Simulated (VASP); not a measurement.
A run of VASP 6.6.1 is set up as follows.

Contents of INCAR:

```
PREC = Accurate
ENCUT = 520
EDIFF = 1E-6
ISMEAR = 0
SIGMA = 0.1
LREAL = False
LASPH = True
NELM = 100
ALGO = Normal
ISIF = 2
LWAVE = False
LCHARG = True
GGA = PE
LELF = True
LVHAR = True
NBANDS = 20
```

KPOINTS

```
regular mesh
0
Gamma
  6 6 4
```

The input POSCAR:

```
WS2
1.0
    2.9596713287      0.0000000000      0.0000000000
    0.0000000000      2.9596713287      0.0000000000
    0.0000000000      0.0000000000      6.9580773509
W S
1 2
Direct
    0.0000000000      0.0000000000      0.0000000000
    0.5000000000      0.5000000000      0.2092310433
    0.5000000000      0.5000000000      0.7907689567
```

Potentials or basis: VASP PAW PBE potentials, release 64 (W_sv, S).

Launch:

```sh
$ cat potpaw_PBE.64/W_sv/POTCAR potpaw_PBE.64/S/POTCAR > POTCAR
$ mpirun -np 1 vasp_std > vasp.out
```

Question: Estimate the largest force.

Answer: 0.010 eV/Å.

Question: What does it give for the pressure?

Answer: 0.2 GPa.

Question: Estimate the band gap on the k mesh.

Answer: Zero (band 13 reaches 6.21 eV, above the bottom of band 14 at 5.45 eV).

Forces on the atoms (eV/Å):
```
W    0.000  0.000  0.000
S    0.000  0.000  0.010
S    0.000  0.000 -0.010
```

Caveat: spin-orbit coupling is left out, which moves the levels of the heavy elements; this functional lacks dispersion, which binds the layers, so the pressure and a relaxed spacing across them are unreliable.
